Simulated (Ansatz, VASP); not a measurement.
**Two plane-wave programs on SnTe**

INCAR

```
PREC     = Accurate       # precision mode
ENCUT    = 520            # plane-wave cutoff, eV
EDIFF    = 1E-7           # SCF threshold, eV
ISMEAR   = 0              # smearing method
SIGMA    = 0.03           # smearing width, eV
LREAL    = False          # projectors in reciprocal space
LASPH    = True           # aspherical terms in the spheres
NELM     = 100            # most SCF steps
ALGO     = Normal         # electronic algorithm
ISIF     = 2              # what is computed and relaxed
LWAVE    = False          # write WAVECAR
LCHARG   = False          # write CHGCAR
GGA      = PS             # functional
NBANDS   = 17             # bands
```

Contents of KPOINTS:

```
Automatic mesh
0
Gamma
  10 10 10
```

The input POSCAR:

```
SnTe
1.0
    0.0000000000      3.5432298205      2.5050634831
    3.5432298205      0.0000000000      2.5050634831
    3.5432298205      3.5432298205      0.0000000000
Sn Te
1 1
Direct
    0.0000000000      0.0000000000      0.0000000000
    0.5000000000      0.5000000000      0.5000000000
```

Input for Ansatz:

```yaml
crystal:
  lattice:
    - [0.0, 3.5432298205, 2.5050634831]
    - [3.5432298205, 0.0, 2.5050634831]
    - [3.5432298205, 3.5432298205, 0.0]
  atoms:
    - { symbol: Sn, position: [0.0, 0.0, 0.0] }
    - { symbol: Te, position: [0.5, 0.5, 0.5] }
basis:
  ecutwfc: 420
kpoints:
  mp_grid: { grid: [10, 10, 10] }
hamiltonian:
  xc: pbesol
scf:
  occupations: { method: gaussian, width: 0.03 }
output:
  forces: true
  stress: true
  eigenvalues: true
  write_density: true
  write_potential: true
  elf: true
  volumetric_format: npy
```

Alike in both runs: task single point; functional PBEsol; k mesh 10 × 10 × 10; occupations gaussian, width 0.03 eV; no spin polarisation.

|  | VASP | Ansatz |
| --- | --- | --- |
| version | VASP 6.6.1 | Ansatz 0.2.0 |
| potentials or method | VASP PAW PBE potentials, release 64 (Sn_d, Te), cutoff 520 eV | scalar-relativistic, plane waves, PAW |
| valence electrons in the cell | 20 | 30 |

|  | VASP | Ansatz | Ansatz less VASP |
| --- | --- | --- | --- |
| gap on the k mesh at the Fermi level (eV) | none | none | - |
| pressure (GPa) | 14.2 | 14.3 | +0.12 |
| traceless stress, the component that is largest in VASP (GPa) | 35.56 | 35.70 | +0.139 |

VASP's potentials were made for PBE, not for PBEsol. A gap of «none» marks a metal or a gap that the smearing closes. With one functional, cell and mesh, what is left measures potentials, basis and numerics. VASP's potentials hold 20 valence electrons a cell and Ansatz's 30, so a difference there can come from the potentials and not from the codes.

Spin-orbit coupling is off throughout.
